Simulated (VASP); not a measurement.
Here is a VASP 6.6.1 calculation.

INCAR

```
PREC     = Accurate       # precision mode
ENCUT    = 520            # plane-wave cutoff, eV
EDIFF    = 1E-7           # SCF threshold, eV
ISMEAR   = 1              # smearing method
SIGMA    = 0.1            # smearing width, eV
LREAL    = F              # projectors in reciprocal space
LASPH    = T              # aspherical terms in the spheres
NELM     = 60             # most SCF steps
ALGO     = Normal         # electronic algorithm
ISIF     = 2              # what is computed and relaxed
LWAVE    = F              # write WAVECAR
LCHARG   = T              # write CHGCAR
GGA      = PS             # functional
LELF     = T              # ELF
LVHAR    = T            
NBANDS   = 12             # bands
```

Contents of KPOINTS:

```
Automatic mesh
0
Gamma
  14 14 14
```

The input POSCAR:

```
Cu
1.0
   -1.4383636104      1.4383636104      1.3718564169
    1.4383636104     -1.4383636104      1.3718564169
    1.4383636104      1.4383636104     -1.3718564169
Cu
1
Direct
    0.0000000000      0.0000000000      0.0000000000
```

Potentials or basis: VASP PAW PBE potentials, release 64 (Cu).

Command:

```bash
$ cat potpaw_PBE.64/Cu/POTCAR > POTCAR
$ mpirun -np 1 vasp_std > vasp.out
```

Predict the pressure.

0.8 GPa.

Stress tensor (GPa, compression positive):
```
0.95 0.00 0.00
0.00 0.95 0.00
0.00 0.00 0.37
```

Caveat: the PAW data sets were made with another functional, which shifts forces and pressure a little.
